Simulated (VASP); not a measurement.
Here is a VASP 6.6.1 calculation.

The input INCAR:

```
SYSTEM = MgS
ALGO = Normal
EDIFF = 1E-6
ENCUT = 600
GGA = PE
GGA_COMPAT = .False.
ISIF = 2
ISMEAR = 0
LASPH = .True.
LCHARG = .False.
LREAL = .False.
LWAVE = .False.
NBANDS = 11
NELM = 120
PREC = Accurate
SIGMA = 0.01
```

File KPOINTS:

```
k-points
0
Gamma
  6 6 6
  0 0 0
```

Contents of POSCAR:

```
MgS
1.0
    0.0000000000      2.8308747668      2.8308747668
    2.8308747668      0.0000000000      2.8308747668
    2.8308747668      2.8308747668      0.0000000000
Mg S
1 1
Direct
    0.0000000000      0.0000000000      0.0000000000
    0.7500000000      0.7500000000      0.7500000000
```

Potentials or basis: VASP PAW PBE potentials, release 64 (Mg, S).

The run is started by

```sh
$ cat potpaw_PBE.64/Mg/POTCAR potpaw_PBE.64/S/POTCAR > POTCAR
$ mpirun -np 1 vasp_std > vasp.out
```

(1) Estimate the pressure.

(2) What does it give for the band gap on the k mesh?

Results:

(1) 1.0 GPa.

(2) 3.46 eV, direct.
